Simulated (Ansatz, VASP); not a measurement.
# One calculation of KCl, two programs

```
K Cl
1.0
     3.83920    0.00000    0.00000
     0.00000    3.83920    0.00000
     0.00000    0.00000    3.83920
K Cl
1 1
Direct
  0.00000 0.00000 0.00000
  0.50000 0.50000 0.50000
```

Alike in both runs: task single point; functional PBE; k mesh 4 × 4 × 4; occupations gaussian, width 0.1 eV; no spin polarisation; Hubbard terms Cl p U = 2.8 eV.

|  | VASP | Ansatz |
| --- | --- | --- |
| version | VASP 6.6.1 | Ansatz 0.2.0 |
| potentials or method | VASP PAW PBE potentials, release 64 (K_sv, Cl), cutoff 500 eV | scalar-relativistic, plane waves, PAW |
| valence electrons in the cell | 16 | 16 |

```tsv
	VASP	Ansatz	Ansatz less VASP
gap on the k mesh at the Fermi level (eV)	4.92	5.96	+1.043
least direct gap on the mesh (eV)	5.12	6.17	+1.046
pressure (GPa)	-0.2	-0.2	+0.03
```

The programs project onto different local orbitals, so the same U acts differently, and such runs can settle in different states.
